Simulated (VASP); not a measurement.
Write the native input for VASP 6.6.1 that does the following.

```yaml
Task: single point
Functional: PBE
Potentials_or_basis: VASP PAW PBE potentials, release 64 (Zr_sv, Si)
Cutoff: 520 eV
k_mesh: 10 × 10 × 10
Occupations: gaussian, width 0.1 eV
Spin: no spin polarisation
Dipole_correction: no
Further_INCAR_settings: ALGO = Normal; EDIFF = 1e-06; NBANDS = 29
```

The structure of ZrSi2 lies in POSCAR:

```
ZrSi2
1.0
    1.8562529778     -7.4253565028      0.0000000000
    1.8562529778      7.4253565028      0.0000000000
    0.0000000000      0.0000000000      3.6867707970
Zr Si
2 4
Direct
    0.8945123128      0.1054876872      0.7500000000
    0.1054876872      0.8945123128      0.2500000000
    0.5529002747      0.4470997253      0.7500000000
    0.4470997253      0.5529002747      0.2500000000
    0.2502884836      0.7497115164      0.7500000000
    0.7497115164      0.2502884836      0.2500000000
```

These files were run (other wordings do the same):

INCAR

```
PREC = Accurate
ENCUT = 520
EDIFF = 1E-6
ISMEAR = 0
SIGMA = 0.1
LREAL = F
LASPH = T
NELM = 80
ALGO = Normal
ISIF = 2
LWAVE = F
LCHARG = F
GGA = PE
NBANDS = 29
```

KPOINTS

```
Automatic mesh
0
Gamma
  10 10 10
```

Potentials or basis: VASP PAW PBE potentials, release 64 (Zr_sv, Si).

Command:

```sh
$ cat potpaw_PBE.64/Zr_sv/POTCAR potpaw_PBE.64/Si/POTCAR > POTCAR
$ mpirun -np 1 vasp_std > vasp.out
```

Results of the run:

```
Pressure               : -1.0 GPa
Largest force          : 0.011 eV/Å
Band gap on the k mesh : zero (bands 20 and 21 overlap by 0.93 eV)
```

It took 11 min on 1 thread of Intel(R) Xeon(R) Platinum 8259CL CPU @ 2.50GHz (Skylake/Cascade Lake), with other jobs on the host, peak memory 0.61 GiB.
